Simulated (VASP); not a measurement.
A run of VASP 6.6.1 is set up as follows.

Contents of POSCAR:

```
Si
1.0
    0.0000000000      1.9005188515      1.9005188515
    1.9005188515      0.0000000000      1.9005188515
    1.9005188515      1.9005188515      0.0000000000
Si
1
Direct
    0.0000000000      0.0000000000      0.0000000000
```

File INCAR.step1:

```
  PREC = Accurate
  ENCUT = 520
  ISMEAR = -1
  SIGMA = 0.1
  LREAL = F
  LASPH = T
  NELM = 80
  NBANDS = 8
  GGA = PE
  ALGO = Normal
  EDIFF = 1E-4
  LWAVE = T
  LCHARG = F
```

The input INCAR.step2:

```
  PREC = Accurate
  ENCUT = 520
  EDIFF = 1E-6
  ISMEAR = -1
  SIGMA = 0.1
  LREAL = F
  LASPH = T
  NELM = 80
  ALGO = Normal
  ISIF = 2
  LWAVE = F
  LCHARG = F
  METAGGA = R2SCAN
  LMIXTAU = T
  NBANDS = 8
  ISTART = 1
```

File KPOINTS:

```
Automatic mesh
0
Gamma
  16 16 16
```

Potentials or basis: VASP PAW PBE potentials, release 64 (Si).

Launch:

```console
$ cat potpaw_PBE.64/Si/POTCAR > POTCAR
$ cp INCAR.step1 INCAR
$ mpirun -np 1 vasp_std > vasp.out
$ cp INCAR.step2 INCAR
$ mpirun -np 1 vasp_std > vasp.out
```

Q: Estimate the band gap on the k mesh.

A: Zero (band 2 reaches 23.60 eV, above the bottom of band 3 at 7.56 eV).

Q: Estimate the pressure.

A: 0.7 GPa.

Caveat: the PAW data sets were made with another functional, which shifts forces and pressure a little.
